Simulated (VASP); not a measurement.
# In6GeO (P6/mmm) in VASP: relaxation of cell and atoms with PBE

Aim: the relaxation of cell and atoms of In6GeO with PBE.

Program: VASP 6.6.1. These are calculated values, not measurements. Logs are shortened: lines on timing, memory, paths and dates and some standing lists are left out, and cuts for length are marked.

### Step 1. The cell of the first run

Symmetry: P6/mmm, No. 191, hexagonal system. The conventional cell has a = 6.644 Å, b = 6.644 Å, c = 5.216 Å, α = 90.00°, β = 90.00°, γ = 120.00°. In (site symmetry m2m) has 2 In at 1.86 Å and 1 Ge at 1.86 Å within 2.5 Å. Ge (site symmetry 6/mmm) has 6 In at 1.86 Å within 2.5 Å. Within 3.4 Å of O (site symmetry 6/mmm) lie 2 Ge at 2.61 Å and 12 In at 3.21 Å.

The cell was built from a structure type or drawn by symmetry, and may not be a known phase.

### Step 2. Relaxation of cell and atoms, PBE

The input, INCAR:

```
PREC     = Accurate       # precision mode
ENCUT    = 600            # plane-wave cutoff, eV
EDIFF    = 1E-6           # SCF threshold, eV
ISMEAR   = 0              # smearing method
SIGMA    = 0.15           # smearing width, eV
LREAL    = F              # projectors in reciprocal space
LASPH    = T              # aspherical terms in the spheres
NELM     = 100            # most SCF steps
ALGO     = Normal         # electronic algorithm
ISIF     = 3              # what is computed and relaxed
LWAVE    = F              # write WAVECAR
LCHARG   = F              # write CHGCAR
GGA      = PE             # functional
IBRION   = 2              # ionic algorithm
NSW      = 36             # ionic steps
EDIFFG   = -0.08          # ionic threshold
```

The input, KPOINTS:

```
Automatic mesh
0
Gamma
  2 2 3
```

The input, POSCAR:

```
In6GeO
1.0
    6.6436753100      0.0000000000      0.0000000000
   -3.3218376500      5.7535915900      0.0000000000
    0.0000000000      0.0000000000      5.2162489300
In Ge O
6 1 1
Direct
    0.7196044500      0.0000000000      0.0000000000
    0.0000000000      0.7196044500      0.0000000000
    0.2803955500      0.2803955500      0.0000000000
    0.2803955500      0.0000000000      0.0000000000
    0.0000000000      0.2803955500      0.0000000000
    0.7196044500      0.7196044500      0.0000000000
    0.0000000000      0.0000000000      0.0000000000
    0.0000000000      0.0000000000      0.5000000000
```

Potentials or basis: VASP PAW PBE potentials, release 64 (In_d, Ge_d, O).

On the command line:

```console
cat potpaw_PBE.64/In_d/POTCAR potpaw_PBE.64/Ge_d/POTCAR potpaw_PBE.64/O/POTCAR > POTCAR
mpirun -np 1 vasp_std > vasp.out
```

OUTCAR:

```text
PREC = Accurate
   ENCUT = 600
   EDIFF = 1E-6
   ISMEAR = 0
   LREAL = F
   LASPH = T
   NELM = 100
   ISIF = 3
   GGA = PE
   IBRION = 2
   NSW = 36
   EDIFFG = -0.08

 ion  position               nearest neighbor table
   1  0.720  0.000  0.000-   6 1.86   5 1.86   7 1.86   4 2.92   2 3.23   3 3.23   4 3.73
   2  0.000  0.720  0.000-   7 1.86   4 1.86   6 1.86   5 2.92   3 3.23   1 3.23   5 3.73
   3  0.280  0.280  0.000-   4 1.86   7 1.86   5 1.86   6 2.92   2 3.23   1 3.23   6 3.73
   4  0.280  0.000  0.000-   3 1.86   2 1.86   7 1.86   1 2.92   5 3.23   6 3.23   1 3.73
   5  0.000  0.280  0.000-   7 1.86   1 1.86   3 1.86   2 2.92   6 3.23   4 3.23   2 3.73
   6  0.720  0.720  0.000-   1 1.86   7 1.86   2 1.86   3 2.92   5 3.23   4 3.23   3 3.73
   7  0.000  0.000  0.000-   2 1.86   5 1.86   3 1.86   6 1.86   1 1.86   4 1.86
   8  0.000  0.000  0.500-

 -----------------------------------------------------------------------------
|                                                                             |
|           W    W    AA    RRRRR   N    N  II  N    N   GGGG   !!!           |
|           W    W   A  A   R    R  NN   N  II  NN   N  G    G  !!!           |
|           W    W  A    A  R    R  N N  N  II  N N  N  G       !!!           |
|           W WW W  AAAAAA  RRRRR   N  N N  II  N  N N  G  GGG   !            |
|           WW  WW  A    A  R   R   N   NN  II  N   NN  G    G                |
|           W    W  A    A  R    R  N    N  II  N    N   GGGG   !!!           |
|                                                                             |
|     The distance between some ions is very small. Please check the          |
|     nearest-neighbor list in the OUTCAR file.                               |
|     I HOPE YOU KNOW WHAT YOU ARE DOING!                                     |
|                                                                             |
 -----------------------------------------------------------------------------

  LATTYP: Found a hexagonal cell.
 ALAT       =     6.6436753100
 C/A-ratio  =     0.7851450721

  Lattice vectors:

 A1 = (   6.6436753100,   0.0000000000,   0.0000000000)
 A2 = (  -3.3218376500,   5.7535915900,   0.0000000000)
 A3 = (   0.0000000000,   0.0000000000,   5.2162489300)

Analysis of symmetry for initial positions (statically):
=====================================================================
 Subroutine PRICEL returns:
 Original cell was already a primitive cell.

 Routine SETGRP: Setting up the symmetry group for a
 hexagonal supercell.

 Subroutine GETGRP returns: Found 24 space group operations
 (whereof 24 operations were pure point group operations)
 out of a pool of 24 trial point group operations.

The static configuration has the point symmetry D_6h.

Analysis of symmetry for dynamics (positions and initial velocities):
=====================================================================
 Subroutine PRICEL returns:
 Original cell was already a primitive cell.

 Routine SETGRP: Setting up the symmetry group for a
 hexagonal supercell.

 Subroutine GETGRP returns: Found 24 space group operations
 (whereof 24 operations were pure point group operations)
 out of a pool of 24 trial point group operations.

The dynamic configuration has the point symmetry D_6h.

 Subroutine INISYM returns: Found 24 space group operations
 (whereof 24 operations are pure point group operations),
 and found     1 'primitive' translations

----------------------------------------------------------------------------------------

                                     Primitive cell

  volume of cell :     199.3911

  direct lattice vectors                    reciprocal lattice vectors
     6.643675310  0.000000000  0.000000000     0.150519096  0.086902240  0.000000000
    -3.321837650  5.753591590  0.000000000     0.000000000  0.173804481  0.000000000
     0.000000000  0.000000000  5.216248930     0.000000000  0.000000000  0.191708642

  length of vectors
     6.643675310  6.643675305  5.216248930     0.173804481  0.173804481  0.191708642

  position of ions in fractional coordinates (direct lattice)
     0.719604450  0.000000000  0.000000000
     0.000000000  0.719604450  0.000000000
     0.280395550  0.280395550  0.000000000
     0.280395550  0.000000000  0.000000000
     0.000000000  0.280395550  0.000000000
     0.719604450  0.719604450  0.000000000
     0.000000000  0.000000000  0.000000000
     0.000000000  0.000000000  0.500000000

  ion indices of the primitive-cell ions
   primitive index   ion index
                 1           1
                 2           2
                 3           3
                 4           4
                 5           5
                 6           6
                 7           7
                 8           8

----------------------------------------------------------------------------------------

 KPOINTS: Automatic mesh

Automatic generation of k-mesh.
 Grid dimensions read from file:
 generate k-points for:    2    2    3

 Generating k-lattice:

  Cartesian coordinates                     Fractional coordinates (reciprocal lattice)
     0.075259548  0.043451120  0.000000000     0.500000000  0.000000000  0.000000000
     0.000000000  0.086902240  0.000000000     0.000000000  0.500000000  0.000000000
     0.000000000  0.000000000  0.063902881     0.000000000  0.000000000  0.333333333

  Length of vectors
     0.086902240  0.086902240  0.063902881

  Shift w.r.t. Gamma in fractional coordinates (k-lattice)
     0.000000000  0.000000000  0.000000000

 Subroutine IBZKPT returns following result:
 ===========================================

 Found      4 irreducible k-points:

 Following reciprocal coordinates:
            Coordinates               Weight
  0.000000  0.000000  0.000000      1.000000
  0.500000  0.000000  0.000000      3.000000
  0.000000  0.000000  0.333333      2.000000
  0.500000  0.000000  0.333333      6.000000
   k-points           NKPTS =      4   k-points in BZ     NKDIM =      4   number of bands    NBANDS=     58
   number of dos      NEDOS =    301   number of ions     NIONS =      8
   total plane-waves  NPLWV = 122472
   dimension x,y,z NGX =    54 NGY =   54 NGZ =   42
   dimension x,y,z NGXF=   108 NGYF=  108 NGZF=   84
   ions per type =               6   1   1
   NGX,Y,Z   is equivalent  to a cutoff of  13.51, 13.51, 13.39 a.u.
   NGXF,Y,Z  is equivalent  to a cutoff of  27.03, 27.03, 26.77 a.u.
 SYSTEM =  unknown system
   PREC   = accura    normal or accurate (medium, high low for compatibility)
   ISTART =      0    job   : 0-new  1-cont  2-samecut
   ICHARG =      2    charge: 1-file 2-atom 10-const
   ISPIN  =      1    spin polarized calculation?
   LNONCOLLINEAR =      F non collinear calculations
   LSORBIT =      F    spin-orbit coupling
   LASPH  =      T    aspherical Exc in radial PAW
   ENCUT  =  600.0 eV  44.10 Ry    6.64 a.u.  13.27 13.27 10.42*2*pi/ulx,y,z
   NELM   =    100;   NELMIN=  2; NELMDL= -5     # of ELM steps
   EDIFF  = 0.1E-05   stopping-criterion for ELM
   LREAL  =      F    real-space projection
   EDIFFG = -.8E-01   stopping-criterion for IOM
   NSW    =     36    number of steps for IOM
   IBRION =      2    ionic relax: 0-MD 1-quasi-New 2-CG
   NFREE  =      1    steps in history (QN), initial steepest desc. (CG)
   ISIF   =      3    stress and relaxation
   ISYM   =      2    0-nonsym 1-usesym 2-fastsym
   POTIM  = 0.5000    time-step for ionic-motion
   TEBEG  =    0.0;   TEEND  =   0.0 temperature during run
   PSTRESS=    0.0 pullay stress
   NELECT =      98.0000    total number of electrons
   NUPDOWN=      -1.0000    fix difference up-down
   EMIN   =  10.00;   EMAX   =-10.00  energy-range for DOS
   EFERMI =   0.00;   METHOD = LEGACY
   ISMEAR =     0;   SIGMA  =   0.15  broadening in eV -4-tet -1-fermi 0-gaus
   EFERMI_NEDOS =   21; number of points for ismear=-14 and -15
   IALGO  =     38    algorithm
   IMIX   =      4    mixing-type and parameters
     AMIX     =   0.40;   BMIX     =  1.00
     AMIX_MAG =   1.60;   BMIX_MAG =  1.00
  volume/ion in A,a.u.               =      24.92       168.19
  Fermi-wavevector in a.u.,A,eV,Ry     =   1.291958  2.441446 22.710226  1.669155
  Thomas-Fermi vector in A             =   2.423695
   LORBIT       =      0    0 simple, 1 ext, 2 COOP (PROOUT), +10 PAW based schemes
   GGA     = PE    functional components
   LHFCALC =     F    Hartree Fock is set to
   AEXX    =    0.0000 exact exchange contribution
   IVDW    =     0    specifies the selected vdW correction
   LEPSILON=     F    determine dielectric tensor
   LRPA    =     F    only Hartree local field effects (RPA)
 conjugate gradient relaxation of ions
 non-spin polarized calculation
 Gauss-broadening in eV      SIGMA  =   0.15
  energy-cutoff  :      600.00
  volume of cell :      199.39
 maximum number of plane-waves:      6676
 NGX is ok and might be reduce to    54
   NGX = 27   NGY = 27   NGZ = 21

--------------------------------------- Ionic step        1  -------------------------------------------

 number of electron      98.0000012 magnetization

 Free energy of the ion-electron system (eV)
  ---------------------------------------------------
  ext. energy  EPLUGINS =         0.00000000
  ---------------------------------------------------
  free energy    TOTEN  =        67.19516247 eV

  energy without entropy =       67.31634187  energy(sigma->0) =       67.25575217

 E-fermi :   6.0474     XC(G=0):  -8.7961

 val. band max:        6.0275741635   @ k =   0.5000   0.0000   0.3333
 cond. band min:       6.3539905068   @ k =   0.0000   0.0000   0.0000
 fundamental gap:      0.3264163433
 Fermi energy:         6.0474291923

 k-point     1 :       0.0000    0.0000    0.0000
  band No.  band energies     occupation
      1     -25.1761      2.00000
      2     -25.1761      2.00000
      3     -24.2221      2.00000
      4     -23.9499      2.00000
      5     -23.9499      2.00000
      6     -17.3038      2.00000
[... 274 lines left out ...]
--------------------------------------- Ionic step        2  -------------------------------------------

 number of electron      98.0000601 magnetization

 E-fermi :  -3.4546     XC(G=0):  -3.2572

 val. band max:       -3.6185762403   @ k =   0.0000   0.0000   0.3333
 cond. band min:      -3.4480680478   @ k =   0.5000   0.0000   0.3333
 fundamental gap:      0.1705081924
 Fermi energy:        -3.4545748668

 k-point     1 :       0.0000    0.0000    0.0000
  band No.  band energies     occupation
      1     -62.3846      2.00000
      2     -56.3010      2.00000
      3     -56.3005      2.00000
      4     -29.8638      2.00000
      5     -29.8638      2.00000
      6     -29.7658      2.00000
[... 310 lines left out ...]
  FREE ENERGIE OF THE ION-ELECTRON SYSTEM (eV)
  ---------------------------------------------------
  free  energy   TOTEN  =        64.8625466362 eV

  energy  without entropy=       64.9700567564  energy(sigma->0) =       64.91630170

[... ionic steps 4 to 9 ...]

--------------------------------------- Ionic step       10  -------------------------------------------

 number of electron      98.0000080 magnetization

------------------------ aborting loop because EDIFF is reached ----------------------------------------
[... 79 lines left out ...]
--------------------------------------- Ionic step       12  -------------------------------------------

 number of electron      98.0000061 magnetization

 Free energy of the ion-electron system (eV)
  ---------------------------------------------------
  ext. energy  EPLUGINS =         0.00000000
  ---------------------------------------------------
  free energy    TOTEN  =       -23.13323302 eV

  energy without entropy =      -23.04946076  energy(sigma->0) =      -23.09134689

 E-fermi :   4.2049     XC(G=0):  -8.7137

 val. band max:        4.1417681309   @ k =   0.5000   0.0000   0.3333
 cond. band min:       4.2170336962   @ k =   0.0000   0.0000   0.0000
 fundamental gap:      0.0752655653
 Fermi energy:         4.2049184239

 k-point     1 :       0.0000    0.0000    0.0000
  band No.  band energies     occupation
      1     -21.0530      2.00000
      2     -20.9603      2.00000
      3     -20.9603      2.00000
      4     -20.8404      2.00000
      5     -20.8404      2.00000
      6     -14.2065      2.00000
[... 268 lines left out ...]
  FREE ENERGIE OF THE ION-ELECTRON SYSTEM (eV)
  ---------------------------------------------------
  free  energy   TOTEN  =       -23.1332330220 eV

  energy  without entropy=      -23.0494607644  energy(sigma->0) =      -23.09134689

 reached required accuracy - stopping structural energy minimisation
```

Run time: 26 min. Hardware: 1 thread of Intel Xeon Platinum 8259CL at 2.50GHz (Skylake/Cascade Lake), shared host; peak memory 0.39 GiB.

Results:

| Quantity | Value |
| --- | --- |
| Free energy | -23.1332 eV |
| Relaxed volume | 30.97 Å³/atom |
| Relaxed cell | a = 8.723 Å, b = 8.723 Å, c = 3.760 Å, α = 90.00°, β = 90.00°, γ = 120.00° |
| Space group after relaxing (to 0.1 Å) | P6/mmm (No. 191) |
| Pressure after relaxing | -0.2 GPa |
| Largest force after relaxing | 0.039 eV/Å |
| Band gap on the k mesh | zero (bands 49 and 50 overlap by 0.49 eV) |

Forces in eV/Å, atoms in the order of the input:
```
In  -0.039  0.000  0.000
In   0.020 -0.034  0.000
In   0.020  0.034  0.000
In   0.039  0.000  0.000
In  -0.020  0.034  0.000
In  -0.020 -0.034  0.000
Ge   0.000  0.000  0.000
O    0.000  0.000  0.000
```

Stress tensor (GPa, compression positive):
```
-0.29  0.00  0.00
 0.00 -0.29  0.00
 0.00  0.00  0.04
```

Final structure:
```xyz
8
Lattice="8.7227 0.0000 0.0000 -4.3614 7.5541 0.0000 0.0000 0.0000 3.7601" Properties=species:S:1:pos:R:3 pbc="T T T"
In   -1.3988    7.5541    0.0000
In   -1.4813    2.5657    0.0000
In    2.8801    4.9884    0.0000
In    5.7602    0.0000    0.0000
In    5.8427    4.9884    0.0000
In    1.4813    2.5657    0.0000
Ge    0.0000    0.0000    0.0000
O     0.0000    0.0000    1.8800
```

Levels at points of the mesh, in eV from the Fermi level:
```
           k point  band 44  band 45  band 46  band 47  band 48  band 49  band 50  band 51  band 52  band 53
(0.00, 0.00, 0.00)    -2.81    -2.81    -2.09    -0.70     0.01     0.01     0.48     1.86     1.86     3.32
(0.50, 0.00, 0.00)    -3.58    -3.53    -2.42    -0.86    -0.62    -0.46     1.38     1.57     2.25     3.31
```

Caveat: the k points lie up to 0.56 Å⁻¹ apart in the final cell; the volume moved by over 15 % at a fixed basis, so the end points are rough; spin-orbit coupling is left out, which moves the levels of the heavy elements; the relaxation stopped at a loose force limit of 0.08 eV/Å, so its end isn't a converged minimum.
